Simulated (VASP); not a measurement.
## TiC: single point with HSE06

The system is TiC.

```
CELL_PARAMETERS angstrom
0.00000 2.15315 2.15315
2.15315 0.00000 2.15315
2.15315 2.15315 0.00000
ATOMIC_POSITIONS crystal
Ti 0.00000 0.00000 0.00000
C 0.50000 0.50000 0.50000
```

```
Program             : VASP 6.6.1
Task                : single point
Functional          : HSE06
Potentials or basis : VASP PAW PBE potentials, release 64 (Ti_sv, C)
Cutoff              : 520 eV
k mesh              : 6 × 6 × 6
Occupations         : fermi-dirac, width 0.05 eV
Spin                : no spin polarisation
```

* Pressure: -0.1 GPa
* Band gap on the k mesh: zero (bands 8 and 9 overlap by 1.81 eV)

Levels at points of the mesh, in eV from the Fermi level:
```tsv
k point	band 6	band 7	band 8	band 9	band 10	band 11
(0.00, 0.00, 0.00)	1.47	1.47	1.47	2.06	2.06	2.06
(0.50, 0.00, 0.00)	-6.79	-3.43	-3.43	4.17	4.17	5.48
(0.50, 0.50, 0.00)	-4.14	-1.43	-0.07	-0.07	3.44	4.87
```

Wall time 13 min on 1 thread of Intel(R) Xeon(R) 6975P-C (Granite Rapids), on a shared host, peak memory 0.25 GiB.

Caveat: the k points lie up to 0.42 Å⁻¹ apart, too coarse for converged energies and pressures of a metal; the PAW data sets were made with another functional, which shifts forces and pressure a little.
